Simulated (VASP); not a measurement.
# Al2O3 in VASP: further runs

Al2O3 is run at these levels: PBE; tasks: single point.

Everything below comes from runs of VASP 6.6.1. Logs are shortened: lines on timing, memory, paths and dates and some standing lists are left out, and cuts for length are marked.

### Step 1. The cell of the first run

The cell holds an amorphous packing of atoms, 15 atoms: a = 5.145 Å, b = 5.502 Å, c = 5.292 Å, α = 90.12°, β = 90.88°, γ = 89.28°.

### Step 2. Single point, PBE

Contents of INCAR:

```
SYSTEM = Al2O3
PREC = Accurate
ENCUT = 520
EDIFF = 1E-6
ISMEAR = -1
SIGMA = 0.2585
LREAL = .False.
LASPH = .True.
NELM = 120
ALGO = Normal
ISIF = 2
LWAVE = .False.
LCHARG = .False.
GGA = PE
ISYM = 0
NBANDS = 49
GGA_COMPAT = .False.
```

Contents of KPOINTS:

```
regular mesh
0
Gamma
  1 1 1
  0 0 0
```

Contents of POSCAR:

```
Al2O3
1.0
    5.1448540000      0.0333890000     -0.0401980000
    0.0333890000      5.5015840000     -0.0056400000
   -0.0401980000     -0.0056400000      5.2914940000
Al O
6 9
Direct
    0.3516714917      0.8274422409      0.5797788422
    0.9189329694      0.5612668045      0.7549156840
    0.1731966416      0.0419815093      1.0717487224
    0.7550078819      0.0783153665      0.3711924280
    0.4181601717      0.3573798090      0.7530122541
    0.4045163795      0.4881673651      0.2576529452
    1.1888138104      0.4489495450      0.9831450273
    0.0623059863     -0.0131785954      0.3549973313
    0.8328480159      0.3917464960      0.4846129042
    0.5576906580      0.0980453610      0.6768657443
    0.6040116341      0.5674391947      0.8854146705
    0.5279374968      0.7629676243      0.3281523458
    0.4996140275      0.2115125286      0.1219070484
    1.0571189578      0.8457948640      0.8488716704
    0.2399876253      0.5526587162      0.5403009089
```

Potentials or basis: VASP PAW PBE potentials, release 64 (Al, O).

On the command line:

```bash
$ cat potpaw_PBE.64/Al/POTCAR potpaw_PBE.64/O/POTCAR > POTCAR
$ mpirun -np 1 vasp_gam > vasp.out
```

OUTCAR:

```text
SYSTEM = Al2O3
   PREC = Accurate
   ENCUT = 520
   EDIFF = 1E-6
   ISMEAR = -1
   LREAL = .False.
   LASPH = .True.
   NELM = 120
   ISIF = 2
   GGA = PE
   ISYM = 0

 ion  position               nearest neighbor table
   1  0.352  0.827  0.580-  15 1.64  12 1.66  10 1.90   8 2.08  14 2.10  11 2.50   6 2.54   4 2.75
                             5 2.76   2 2.85   3 3.01   3 3.06   5 3.08
   2  0.919  0.561  0.755-   9 1.76  11 1.77  14 1.79   7 1.92  15 2.02   5 2.79   5 2.82   1 2.85

   3  0.173  0.042  0.072-   8 1.64  14 1.70  13 1.95   7 2.29   4 2.70   5 2.75   6 2.90   1 3.01
                             1 3.06
   4  0.755  0.078  0.371-   8 1.66   9 1.87  10 1.93  13 1.98  12 2.11   3 2.70   1 2.75   6 2.93
                             5 3.08
   5  0.418  0.357  0.753-  10 1.64  11 1.66   7 1.78  15 1.79  13 2.15   9 2.59   6 2.72   3 2.75
                             1 2.76   6 2.77   2 2.79   2 2.82   1 3.08   4 3.08
   6  0.405  0.488  0.258-  12 1.69  13 1.75  15 1.76   7 1.83  11 2.28   1 2.54   9 2.54   5 2.72
                             5 2.77   3 2.90   4 2.93
   7  0.189  0.449  0.983-   5 1.78   6 1.83   2 1.92   3 2.29
   8  0.062  0.987  0.355-   3 1.64   4 1.66   1 2.08
   9  0.833  0.392  0.485-   2 1.76   4 1.87   6 2.54   5 2.59
  10  0.558  0.098  0.677-   5 1.64   1 1.90   4 1.93
  11  0.604  0.567  0.885-   5 1.66   2 1.77   6 2.28   1 2.50
  12  0.528  0.763  0.328-   1 1.66   6 1.69   4 2.11
  13  0.500  0.212  0.122-   6 1.75   3 1.95   4 1.98   5 2.15
  14  0.057  0.846  0.849-   3 1.70   2 1.79   1 2.10
  15  0.240  0.553  0.540-   1 1.64   6 1.76   5 1.79   2 2.02

IMPORTANT INFORMATION: All symmetrisations will be switched off!
NOSYMM: (Re-)initialisation of all symmetry stuff for point group C_1.

----------------------------------------------------------------------------------------

                                     Primitive cell

  volume of cell :     149.7600

  direct lattice vectors                    reciprocal lattice vectors
     5.144854000  0.033389000 -0.040198000     0.194388150 -0.001178225  0.001475457
     0.033389000  5.501584000 -0.005640000    -0.001178225  0.181773173  0.000184794
    -0.040198000 -0.005640000  5.291494000     0.001475457  0.000184794  0.188993950

  length of vectors
     5.145119375  5.501688209  5.291649690     0.194397320  0.181777086  0.188999800

  position of ions in fractional coordinates (direct lattice)
     0.351671492  0.827442241  0.579778842
     0.918932969  0.561266805  0.754915684
     0.173196642  0.041981509  0.071748722
     0.755007882  0.078315367  0.371192428
     0.418160172  0.357379809  0.753012254
     0.404516380  0.488167365  0.257652945
     0.188813810  0.448949545  0.983145027
     0.062305986  0.986821405  0.354997331
     0.832848016  0.391746496  0.484612904
     0.557690658  0.098045361  0.676865744
     0.604011634  0.567439195  0.885414670
     0.527937497  0.762967624  0.328152346
     0.499614028  0.211512529  0.121907048
     0.057118958  0.845794864  0.848871670
     0.239987625  0.552658716  0.540300909

  ion indices of the primitive-cell ions
   primitive index   ion index
                 1           1
                 2           2
                 3           3
                 4           4
                 5           5
                 6           6
                 7           7
                 8           8
                 9           9
                10          10
                11          11
                12          12
                13          13
                14          14
                15          15

----------------------------------------------------------------------------------------

 KPOINTS: regular mesh

Automatic generation of k-mesh.
 Grid dimensions read from file:
 generate k-points for:    1    1    1

 Generating k-lattice:

  Cartesian coordinates                     Fractional coordinates (reciprocal lattice)
     0.194388150 -0.001178225  0.001475457     1.000000000 -0.000000000  0.000000000
    -0.001178225  0.181773173  0.000184794    -0.000000000  1.000000000  0.000000000
     0.001475457  0.000184794  0.188993950     0.000000000  0.000000000  1.000000000

  Length of vectors
     0.194397320  0.181777086  0.188999800

  Shift w.r.t. Gamma in fractional coordinates (k-lattice)
     0.000000000  0.000000000  0.000000000

 Subroutine IBZKPT returns following result:
 ===========================================

 Found      1 irreducible k-points:

 Following reciprocal coordinates:
            Coordinates               Weight
  0.000000  0.000000  0.000000      1.000000
   k-points           NKPTS =      1   k-points in BZ     NKDIM =      1   number of bands    NBANDS=     49
   number of dos      NEDOS =    301   number of ions     NIONS =     15
   total plane-waves  NPLWV =  67200
   dimension x,y,z NGX =    40 NGY =   42 NGZ =   40
   dimension x,y,z NGXF=    80 NGYF=   84 NGZF=   80
   ions per type =               6   9
   NGX,Y,Z   is equivalent  to a cutoff of  12.92, 12.69, 12.57 a.u.
   NGXF,Y,Z  is equivalent  to a cutoff of  25.85, 25.38, 25.13 a.u.
 SYSTEM =  Al2O3
   PREC   = accura    normal or accurate (medium, high low for compatibility)
   ISTART =      0    job   : 0-new  1-cont  2-samecut
   ICHARG =      2    charge: 1-file 2-atom 10-const
   ISPIN  =      1    spin polarized calculation?
   LNONCOLLINEAR =      F non collinear calculations
   LSORBIT =      F    spin-orbit coupling
   LASPH  =      T    aspherical Exc in radial PAW
   ENCUT  =  520.0 eV  38.22 Ry    6.18 a.u.   9.57 10.23  9.84*2*pi/ulx,y,z
   NELM   =    120;   NELMIN=  2; NELMDL= -5     # of ELM steps
   EDIFF  = 0.1E-05   stopping-criterion for ELM
   LREAL  =      F    real-space projection
   EDIFFG = 0.1E-04   stopping-criterion for IOM
   NSW    =      0    number of steps for IOM
   IBRION =     -1    ionic relax: 0-MD 1-quasi-New 2-CG
   NFREE  =      0    steps in history (QN), initial steepest desc. (CG)
   ISIF   =      2    stress and relaxation
   ISYM   =      0    0-nonsym 1-usesym 2-fastsym
   POTIM  = 0.5000    time-step for ionic-motion
   TEBEG  =    0.0;   TEEND  =   0.0 temperature during run
   PSTRESS=    0.0 pullay stress
   NELECT =      72.0000    total number of electrons
   NUPDOWN=      -1.0000    fix difference up-down
   EMIN   =  10.00;   EMAX   =-10.00  energy-range for DOS
   EFERMI =   0.00;   METHOD = LEGACY
   ISMEAR =    -1;   SIGMA  =   0.26  broadening in eV -4-tet -1-fermi 0-gaus
   EFERMI_NEDOS =   21; number of points for ismear=-14 and -15
   IALGO  =     38    algorithm
   IMIX   =      4    mixing-type and parameters
     AMIX     =   0.40;   BMIX     =  1.00
     AMIX_MAG =   1.60;   BMIX_MAG =  1.00
  volume/ion in A,a.u.               =       9.98        67.38
  Fermi-wavevector in a.u.,A,eV,Ry     =   1.282489  2.423553 22.378572  1.644779
  Thomas-Fermi vector in A             =   2.414798
   LORBIT       =      0    0 simple, 1 ext, 2 COOP (PROOUT), +10 PAW based schemes
   GGA     = PE    functional components
   LHFCALC =     F    Hartree Fock is set to
   AEXX    =    0.0000 exact exchange contribution
   IVDW    =     0    specifies the selected vdW correction
   LEPSILON=     F    determine dielectric tensor
   LRPA    =     F    only Hartree local field effects (RPA)
 non-spin polarized calculation
  energy-cutoff  :      520.00
  volume of cell :      149.76
 maximum number of plane-waves:      2013
 NGX is ok and might be reduce to    40
   NGX = 19   NGY = 21   NGZ = 19

 number of electron      72.0000004 magnetization

 Free energy of the ion-electron system (eV)
  ---------------------------------------------------
  ext. energy  EPLUGINS =         0.00000000
  ---------------------------------------------------
  free energy    TOTEN  =      -100.14784380 eV

  energy without entropy =     -100.06316022  energy(sigma->0) =     -100.10550201

 E-fermi :   6.7901     XC(G=0): -10.6226

 val. band max:        5.6706122540   @ k =   0.0000   0.0000   0.0000
 cond. band min:       7.8717682476   @ k =   0.0000   0.0000   0.0000
 fundamental gap:      2.2011559937
 Fermi energy:         6.7900817469

 k-point     1 :       0.0000    0.0000    0.0000
  band No.  band energies     occupation
      1     -15.1218      2.00000
      2     -13.7840      2.00000
      3     -13.5366      2.00000
      4     -12.9872      2.00000
      5     -12.5911      2.00000
      6     -12.1961      2.00000
      7     -11.8316      2.00000
      8     -11.3466      2.00000
      9     -10.5314      2.00000
     10      -2.3623      2.00000
     11      -1.5729      2.00000
     12      -1.4925      2.00000
     13      -0.9261      2.00000
     14      -0.6534      2.00000
     15      -0.3793      2.00000
     16      -0.1773      2.00000
     17      -0.0387      2.00000
     18       0.5735      2.00000
     19       0.9146      2.00000
     20       1.1446      2.00000
     21       1.3325      2.00000
     22       1.6728      2.00000
     23       1.7811      2.00000
     24       2.2643      2.00000
     25       2.3297      2.00000
     26       2.7380      2.00000
     27       2.9418      2.00000
     28       3.3368      2.00000
     29       3.5474      1.99999
     30       3.8540      1.99998
     31       3.9310      1.99997
     32       4.2785      1.99988
     33       4.5103      1.99970
     34       4.8352      1.99896
     35       5.0630      1.99749
     36       5.6706      1.97402
     37       7.8718      0.03000
     38      10.8486      0.00000
     39      11.4183      0.00000
     40      11.8825      0.00000
     41      12.8112      0.00000
     42      13.0065      0.00000
     43      13.3841      0.00000
     44      13.9020      0.00000
     45      14.0946      0.00000
     46      14.8603      0.00000
     47      15.0841      0.00000
     48      15.6465      0.00000
 [bands above 48 left out]

------------------------ aborting loop because EDIFF is reached ----------------------------------------

  FORCE on cell =-STRESS in cart. coord.  units (eV):
  Direction    XX          YY          ZZ          XY          YZ          ZX
  --------------------------------------------------------------------------------------
  -------------------------------------------------------------------------------------
  Total       15.0450140     29.0808920     21.7511020     -0.1912765     -3.9958844    -12.3043108
  in kB      160.9560786    311.1161173    232.6998219     -2.0463339    -42.7491718   -131.6352130
  external PRESSURE =     234.9240059 kB  Pullay stress =       0.0000000 kB

 VOLUME and BASIS-vectors are now :
 -----------------------------------------------------------------------------
  energy-cutoff  :      520.00
  volume of cell :      149.76
      direct lattice vectors                 reciprocal lattice vectors
     5.144854000  0.033389000 -0.040198000     0.194388150 -0.001178225  0.001475457
     0.033389000  5.501584000 -0.005640000    -0.001178225  0.181773173  0.000184794
    -0.040198000 -0.005640000  5.291494000     0.001475457  0.000184794  0.188993950

 POSITION                                       TOTAL-FORCE (eV/Angst)
 -----------------------------------------------------------------------------------
      1.81362      4.56072      3.04909        -0.736467      4.990296      3.822256
      4.71617      3.11428      3.95453        -0.125100     -0.158069      0.783784
      0.88959      0.23634      0.37246         3.134210      1.387855     -1.515473
      3.87210      0.45397      1.93337        -4.279631      2.066227      1.459363
      2.13304      1.97587      3.96573         0.178734      1.371749      1.648833
      2.08712      2.69775      1.34436         1.158351      0.086868     -3.312955
      0.94689      2.47069      5.19218        -5.101646     -3.566593      0.854956
      0.33923      5.42916      1.87040         1.258732     -0.811967      1.346914
      4.27848      2.18030      2.52864        -1.796643     -1.521182     -1.029170
      2.84530      0.55421      3.55866        -0.996284     -5.348151     -2.648697
      3.09091      3.13699      4.65769         3.293371      3.687133     -0.552760
      2.72845      4.21331      1.71089         3.567170      3.920043     -2.159702
      2.57260      1.17965      0.62379         0.870117     -3.834963      2.779274
      0.28799      4.65033      4.48473         0.914605      1.948371     -1.632295
      1.23143      3.04546      2.84623        -1.339518     -4.217616      0.155672
 -----------------------------------------------------------------------------------
    total drift:                               -0.000184     -0.000538      0.000226

  FREE ENERGIE OF THE ION-ELECTRON SYSTEM (eV)
  ---------------------------------------------------
  free  energy   TOTEN  =      -100.1478437988 eV

  energy  without entropy=     -100.0631602170  energy(sigma->0) =     -100.10550201
```

Run time: 15 s. Hardware: 1 thread of Intel Xeon Platinum 8488C (Sapphire Rapids), shared host; peak memory 0.22 GiB.

What came out:

```
Free energy            : -100.1478 eV
Pressure               : 23.5 GPa
Largest force          : 6.329 eV/Å
Band gap on the k mesh : 2.20 eV
```

Forces on the atoms (eV/Å):
```
Al  -0.736  4.990  3.822
Al  -0.125 -0.158  0.784
Al   3.134  1.388 -1.515
Al  -4.280  2.066  1.459
Al   0.179  1.372  1.649
Al   1.158  0.087 -3.313
O   -5.102 -3.567  0.855
O    1.259 -0.812  1.347
O   -1.797 -1.521 -1.029
O   -0.996 -5.348 -2.649
O    3.293  3.687 -0.553
O    3.567  3.920 -2.160
O    0.870 -3.835  2.779
O    0.915  1.948 -1.632
O   -1.340 -4.218  0.156
```

Caveat: the k points lie up to 1.22 Å⁻¹ apart.

(Part 1 of 2 ends here.)
